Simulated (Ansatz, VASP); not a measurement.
One calculation of BiAu, two programs

POSCAR

```
BiAu
1.0
    0.0000000000      3.1430186576      3.1430186576
    3.1430186576      0.0000000000      3.1430186576
    3.1430186576      3.1430186576      0.0000000000
Au Bi
1 1
Direct
    0.0000000000      0.0000000000      0.0000000000
    0.2500000000      0.2500000000      0.2500000000
```

File INCAR.step1:

```
SYSTEM = BiAu
PREC = Accurate
ENCUT = 520
ISMEAR = 0
SIGMA = 0.05
LREAL = .False.
LASPH = .True.
NELM = 60
NBANDS = 20
GGA = PE
ALGO = Normal
EDIFF = 1E-4
LWAVE = .True.
LCHARG = .False.
```

The input INCAR.step2:

```
SYSTEM = BiAu
PREC = Accurate
ENCUT = 520
EDIFF = 1E-7
ISMEAR = 0
SIGMA = 0.05
LREAL = .False.
LASPH = .True.
NELM = 60
ALGO = Normal
ISIF = 2
LWAVE = .False.
LCHARG = .False.
METAGGA = R2SCAN
LMIXTAU = .True.
NBANDS = 20
ISTART = 1
```

File KPOINTS:

```
Automatic mesh
0
Gamma
  10 10 10
  0 0 0
```

Input for Ansatz:

```yaml
crystal:
  lattice:
    - [0.0, 3.1430186576, 3.1430186576]
    - [3.1430186576, 0.0, 3.1430186576]
    - [3.1430186576, 3.1430186576, 0.0]
  atoms:
    - { symbol: Au, position: [0.0, 0.0, 0.0] }
    - { symbol: Bi, position: [0.25, 0.25, 0.25] }
basis:
  ecutwfc: 500
  ecutrho_ratio: 4
kpoints:
  mp_grid: { grid: [10, 10, 10] }
hamiltonian:
  xc: r2scan
scf:
  occupations: { method: gaussian, width: 0.05 }
output:
  forces: true
  stress: true
  eigenvalues: true
```

Alike in both runs: task single point; functional r2SCAN; k mesh 10 × 10 × 10; occupations gaussian, width 0.05 eV; no spin polarisation.

|  | VASP | Ansatz |
| --- | --- | --- |
| version | VASP 6.6.1 | Ansatz 0.2.0 |
| potentials or method | VASP PAW PBE potentials, release 64 (Au, Bi_d), cutoff 520 eV | scalar-relativistic, plane waves, PAW |
| valence electrons in the cell | 26 | 34 |

|  | VASP | Ansatz | Ansatz less VASP |
| --- | --- | --- | --- |
| gap on the k mesh at the Fermi level (eV) | none | none | - |
| pressure (GPa) | 2.7 | 2.7 | -0.05 |

VASP's potentials were made for PBE, not for r2SCAN. A gap of «none» marks a metal or a gap that the smearing closes. VASP's potentials hold 26 valence electrons a cell and Ansatz's 34, so a difference there can come from the potentials and not from the codes.

Spin-orbit coupling is off throughout.
